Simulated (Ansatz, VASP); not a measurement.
# B4N3 in VASP and in Ansatz

File INCAR:

```
ALGO     = Normal         # electronic algorithm
EDIFF    = 1E-7           # SCF threshold, eV
EDIFFG   = -0.08          # ionic threshold
ENCUT    = 600            # plane-wave cutoff, eV
GGA      = PE             # functional
GGA_COMPAT= False        
IBRION   = 2              # ionic algorithm
ISIF     = 3              # what is computed and relaxed
ISMEAR   = 0              # smearing method
LASPH    = True           # aspherical terms in the spheres
LCHARG   = False          # write CHGCAR
LREAL    = False          # projectors in reciprocal space
LWAVE    = False          # write WAVECAR
NELM     = 120            # most SCF steps
NELMIN   = 4            
NSW      = 36             # ionic steps
PREC     = Accurate       # precision mode
SIGMA    = 0.2            # smearing width, eV
```

Contents of KPOINTS:

```
k-points
0
Gamma
  5 5 3
```

Contents of POSCAR:

```
B4N3
1.0
    4.0421213700      0.0000000000      0.0000000000
   -2.0210606900      3.5005798000      0.0000000000
    0.0000000000      0.0000000000      5.0323833300
B N
4 3
Direct
    0.4960686800      0.0000000000      0.5000000000
    0.0000000000      0.4960686800      0.5000000000
    0.5039313200      0.5039313200      0.5000000000
    0.0000000000      0.0000000000      0.5000000000
    0.3333333300      0.6666666700      0.5000000000
    0.6666666700      0.3333333300      0.5000000000
    0.0000000000      0.0000000000      0.0000000000
```

Input for Ansatz:

```yaml
crystal:
  lattice:
    - [4.04212137, 0.0, 0.0]
    - [-2.02106069, 3.5005798, 0.0]
    - [0.0, 0.0, 5.03238333]
  atoms:
    - { symbol: B, position: [0.49606868, 0.0, 0.5] }
    - { symbol: B, position: [0.0, 0.49606868, 0.5] }
    - { symbol: B, position: [0.50393132, 0.50393132, 0.5] }
    - { symbol: B, position: [0.0, 0.0, 0.5] }
    - { symbol: "N", position: [0.33333333, 0.66666667, 0.5] }
    - { symbol: "N", position: [0.66666667, 0.33333333, 0.5] }
    - { symbol: "N", position: [0.0, 0.0, 0.0] }
basis:
  ecutwfc: 420
kpoints:
  mp_grid: { grid: [5, 5, 3] }
hamiltonian:
  xc: pbe
scf:
  occupations: { method: gaussian, width: 0.2 }
  lower_state_search: "off"
output:
  forces: true
  stress: true
  eigenvalues: true
relax:
  adjacent_minimum: "off"
  f_tol: 0.08
  max_steps: 16
  cell: { stress_tol: 0.8 }
```

Alike in both runs: task relaxation of cell and atoms; functional PBE; k mesh 5 × 5 × 3; occupations gaussian, width 0.2 eV; no spin polarisation.

|  | VASP | Ansatz |
| --- | --- | --- |
| version | VASP 6.6.1 | Ansatz 0.2.0 |
| potentials or method | VASP PAW PBE potentials, release 64 (B, N), cutoff 600 eV | scalar-relativistic, plane waves, PAW |
| valence electrons in the cell | 27 | 27 |

|  | VASP | Ansatz | Ansatz less VASP |
| --- | --- | --- | --- |
| gap on the k mesh at the Fermi level, each at its own relaxed structure (eV) | none | none | - |
| relaxed volume (Å³/atom) | 8.16 | 8.16 | 0.000 |
| relaxed length of the cell vector where the two differ most in proportion (Å) | 3.099 | 3.095 | -0.0035 |

A gap of «none» marks a metal or a gap that the smearing closes.

The k mesh is coarse, so the values compare programs but aren't converged. Noted on VASP's run: the volume moved by over 15 % at a fixed basis, so the end points are rough.
